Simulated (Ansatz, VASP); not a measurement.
## Two plane-wave programs on V

```xyz
1
Lattice="-1.4433 1.4433 1.4433 1.4433 -1.4433 1.4433 1.4433 1.4433 -1.4433" Properties=species:S:1:pos:R:3 pbc="T T T"
V     0.0000    0.0000    0.0000
```

Alike in both runs: task single point; functional LDA; k mesh 25 × 25 × 25; occupations fermi-dirac, width 0.05 eV; collinear spin.

```csv
,VASP,Ansatz
version,VASP 6.6.1,Ansatz 0.2.0
potentials or method,"VASP PAW LDA potentials, release 64 (V_sv), cutoff 520 eV","plane waves (420 eV) with PAW, scalar-relativistic"
valence electrons in the cell,13,13
```

```csv
,VASP,Ansatz,Ansatz less VASP
pressure (GPa),9.9,9.2,-0.68
net moment per atom (μB),0.00,0.00,-0.001
```

Ansatz warns that its potentials were made for another functional, while VASP's fit it. LDA's correlation is that of Perdew and Zunger in VASP and of Perdew and Wang (1992) in Ansatz. Ansatz's warnings: seeded moment not kept.
